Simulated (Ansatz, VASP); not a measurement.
Two plane-wave programs on Mo2F3

```xyz
5
Lattice="4.3372 0.0000 0.0000 0.0000 4.3372 0.0000 0.0000 0.0000 4.3372" Properties=species:S:1:pos:R:3 pbc="T T T"
Mo    2.1686    2.1686    2.1686
Mo    0.0000    0.0000    0.0000
F     2.1686    0.0000    0.0000
F     0.0000    2.1686    0.0000
F     0.0000    0.0000    2.1686
```

Change from the starting cell: species swapped into the Tl2F3 type (Pm-3m, No. 221).

Alike in both runs: functional PBE; k mesh 10 × 10 × 10; occupations gaussian, width 0.1 eV; collinear spin.

Ansatz relaxed the structure, and its values are those at the end. VASP's run is a single point on that final structure, the one shown.

```csv
,VASP,Ansatz
version,VASP 6.6.1,Ansatz 0.2.0
potentials or method,"VASP PAW PBE potentials, release 64 (Mo_sv, F), cutoff 520 eV","scalar-relativistic, plane waves, PAW"
valence electrons in the cell,49,49
```

|  | VASP | Ansatz | Ansatz less VASP |
| --- | --- | --- | --- |
| gap on the k mesh at the Fermi level (eV) | none | none | - |
| pressure (GPa) | 0.0 | 0.0 | +0.01 |
| net moment per atom (μB) | 0.35 | 0.35 | 0.000 |
| size of the moment on the site where the two differ most (μB) | 2.92 | 2.07 | -0.856 |

Site moments also hang on the region over which each program counts them. A gap of «none» marks a metal or a gap that the smearing closes.
